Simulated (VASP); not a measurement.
Ga2O3: relaxation of shape and atoms at fixed volume with PBE

The system is Ga2O3.

```
Ga O
1.0
     2.49973    1.44322    4.50032
    -2.49973    1.44322    4.50032
     0.00000   -2.88643    4.50032
Ga O
4 6
Direct
  0.35596 0.35596 0.35596
  0.14404 0.14404 0.14404
  0.64404 0.64404 0.64404
  0.85596 0.85596 0.85596
  0.55260 0.94740 0.25000
  0.25000 0.55260 0.94740
  0.94740 0.25000 0.55260
  0.44740 0.05260 0.75000
  0.75000 0.44740 0.05260
  0.05260 0.75000 0.44740
```

```
Program                : VASP 6.6.1
Task                   : relaxation of shape and atoms at fixed volume
Functional             : PBE
Potentials or basis    : VASP PAW PBE potentials, release 64 (Ga_d, O)
Cutoff                 : 600 eV
k mesh                 : 6 × 6 × 6
Occupations            : gaussian, width 0.05 eV
Spin                   : no spin polarisation
Dipole correction      : no
Further INCAR settings : ALGO = Normal; EDIFF = 1e-07; IBRION = 2; EDIFFG = -0.01; NSW = 60; ISIF = 4
```

| Property | Result |
| --- | --- |
| Energy gained by relaxing | 0.3 meV/atom |
| Ionic steps | 5 |
| Pressure after relaxing | 7.6 GPa |
| Largest force after relaxing | 0.009 eV/Å |
| Band gap on the k mesh | 2.72 eV (least direct gap 2.98 eV) |

Forces on the atoms (eV/Å):
```
Ga   0.000  0.000  0.000
Ga   0.000  0.000  0.000
Ga   0.000  0.000  0.000
Ga   0.000  0.000  0.000
O   -0.009  0.000  0.000
O    0.005 -0.008  0.000
O    0.005  0.008  0.000
O    0.009  0.000  0.000
O   -0.005  0.008  0.000
O   -0.005 -0.008  0.000
```

The path:
| step | energy change (eV) | largest force (eV/Å) | pressure (GPa) | volume (Å³) |
| --- | --- | --- | --- | --- |
| 1 | 0.0000 | 0.0447 | 7.70 | 97.41 |
| 2 | -0.0026 | 0.0198 | 7.60 | 97.41 |
| 3 | -0.0027 | 0.0262 | 7.56 | 97.41 |
| 4 | -0.0028 | 0.0102 | 7.56 | 97.41 |
| 5 | -0.0028 | 0.0093 | 7.55 | 97.41 |

Final structure:
```yaml
crystal:
  lattice:
    - [2.50539, 1.44649, 4.47998]
    - [-2.50539, 1.44649, 4.47998]
    - [0.00000, -2.89298, 4.47998]
  atoms:
    - { symbol: Ga, position: [0.35610, 0.35610, 0.35610] }
    - { symbol: Ga, position: [0.14390, 0.14390, 0.14390] }
    - { symbol: Ga, position: [0.64390, 0.64390, 0.64390] }
    - { symbol: Ga, position: [0.85610, 0.85610, 0.85610] }
    - { symbol: O, position: [0.55317, 0.94683, 0.25000] }
    - { symbol: O, position: [0.25000, 0.55317, 0.94683] }
    - { symbol: O, position: [0.94683, 0.25000, 0.55317] }
    - { symbol: O, position: [0.44683, 0.05317, 0.75000] }
    - { symbol: O, position: [0.75000, 0.44683, 0.05317] }
    - { symbol: O, position: [0.05317, 0.75000, 0.44683] }
```

Levels at points of the mesh, in eV from the valence-band top:
| k point | band 40 | band 41 | band 42 | band 43 | band 44 | band 45 | band 46 | band 47 | band 48 | band 49 |
| --- | --- | --- | --- | --- | --- | --- | --- | --- | --- | --- |
| (0.00, 0.00, 0.00) | -0.33 | -0.33 | -0.30 | -0.25 | -0.25 | 2.72 | 6.61 | 6.75 | 8.79 | 10.16 |
| (0.50, 0.00, 0.00) | -1.19 | -0.97 | -0.97 | -0.15 | -0.15 | 6.33 | 6.33 | 6.66 | 6.66 | 9.83 |
| (0.50, 0.50, 0.00) | -1.02 | -0.86 | -0.69 | -0.25 | -0.15 | 6.47 | 6.66 | 7.50 | 7.62 | 8.71 |
| (0.50, 0.50, 0.50) | -1.46 | -0.31 | -0.31 | -0.31 | -0.31 | 5.78 | 5.78 | 7.79 | 7.79 | 9.37 |

Wall time 23 min on 1 thread of Oxide Virtual Turin-like Processor, with other jobs on the host, peak memory 0.39 GiB.

A k mesh can miss the band edges. PBE gaps usually lie below the measured ones, often by a third to a half.
